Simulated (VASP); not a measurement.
Wanted: the native input for a VASP 6.6.1 run.

| Property | Result |
| --- | --- |
| Task | single point |
| Functional | PBE |
| Potentials or basis | VASP PAW PBE potentials, release 64 (Bi_d, Cl) |
| Cutoff | 520 eV |
| k mesh | 4 × 4 × 4 |
| Occupations | gaussian, width 0.1 eV |
| Spin | no spin polarisation |
| Dipole correction | no |
| Further INCAR settings | ALGO = Fast; EDIFF = 1e-06; NBANDS = 46 |

The structure of Bi2Cl lies in POSCAR:

```
Bi2Cl
1.0
   -3.7618535524      3.7618535524      3.1313712501
    3.7618535524     -3.7618535524      3.1313712501
    3.7618535524      3.7618535524     -3.1313712501
Bi Cl
4 2
Direct
    0.6670000000      0.1670000000      0.8340000000
    0.1670000000      0.3330000000      0.5000000000
    0.3330000000      0.8330000000      0.1660000000
    0.8330000000      0.6670000000      0.5000000000
    0.2500000000      0.2500000000      0.0000000000
    0.7500000000      0.7500000000      0.0000000000
```

One way to write it, as run:

INCAR

```
SYSTEM = Bi2Cl
PREC = Accurate
ENCUT = 520
EDIFF = 1E-6
ISMEAR = 0
SIGMA = 0.1
LREAL = .FALSE.
LASPH = .TRUE.
NELM = 80
ALGO = Fast
ISIF = 2
LWAVE = .FALSE.
LCHARG = .FALSE.
GGA = PE
NBANDS = 46
```

KPOINTS

```
Automatic mesh
0
G
  4 4 4
  0 0 0
```

Potentials or basis: VASP PAW PBE potentials, release 64 (Bi_d, Cl).

Launch:

```sh
$ cat potpaw_PBE.64/Bi_d/POTCAR potpaw_PBE.64/Cl/POTCAR > POTCAR
$ mpirun -np 1 vasp_std > vasp.out
```

Results of the run:

The pressure is -1.2 GPa and the largest force is 0.240 eV/Å. The band gap on the k mesh is zero (bands 37 and 38 overlap by 1.45 eV).

Caveat: spin-orbit coupling is left out, which moves the levels of the heavy elements.

Wall time 2.1 min on 1 thread of Oxide Virtual Turin-like Processor, with other jobs on the host, peak memory 0.33 GiB.
